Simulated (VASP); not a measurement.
Write the native input for VASP 6.6.1 that does the following.

```yaml
Task: single point
Functional: PBE
Dispersion: D3(BJ)
Potentials_or_basis: VASP PAW PBE potentials, release 64 (Ga_d, As, O, C)
Cutoff: 520 eV
k_mesh: 7 × 5 × 1
Occupations: gaussian, width 0.05 eV
Spin: no spin polarisation
Dipole_correction: yes
Further_INCAR_settings: ALGO = Normal; EDIFF = 1e-07; NBANDS = 42
```

The structure of Ga3As3CO lies in POSCAR:

```
Ga3As3CO
1.0
    4.0137031111      0.0000000000      0.0000000000
    0.0000000000      5.6762333751      0.0000000000
    0.0000000000      0.0000000000     23.3352699083
Ga As O C
3 3 1 1
Direct
    0.5000000000      0.5000000000      0.1714143447
    0.0000000000      0.0653835255      0.2680035048
    0.5000000000      0.4894639609      0.3228546357
    0.0000000000      0.2500000000      0.1714143447
    0.5000000000      0.8102208698      0.2504948966
    0.0000000000      0.2887573198      0.3593388866
    0.0000000000      0.4554239865      0.4964703624
    0.0000000000      0.4554239865      0.5457519865
```

One way to write it, as run:

INCAR

```
SYSTEM = Ga3As3CO
PREC = Accurate ; ENCUT = 520
EDIFF = 1E-7 ; ISMEAR = 0
SIGMA = 0.05 ; LREAL = .FALSE.
LASPH = .TRUE. ; NELM = 60
ALGO = Normal ; ISIF = 2
LWAVE = .FALSE. ; LCHARG = .FALSE.
LDIPOL = .TRUE. ; IDIPOL = 3
DIPOL = 0.5 0.5 0.323 ; GGA = PE
IVDW = 12 ; NBANDS = 42
```

KPOINTS

```
Automatic mesh
0
G
  7 5 1
  0 0 0
```

Potentials or basis: VASP PAW PBE potentials, release 64 (Ga_d, As, O, C).

Launch:

```console
$ cat potpaw_PBE.64/Ga_d/POTCAR potpaw_PBE.64/As/POTCAR potpaw_PBE.64/O/POTCAR potpaw_PBE.64/C/POTCAR > POTCAR
$ mpirun -np 1 vasp_std > vasp.out
```

It gave:

```
Largest force              : 1.120 eV/Å
Band gap on the k mesh     : 0.40 eV (least direct gap 0.75 eV)
Dispersion energy per atom : -0.158 eV
```

It took 4 min on 1 thread of AMD EPYC 9R45 96-Core Processor (Zen 5), on a shared host, peak memory 0.62 GiB.
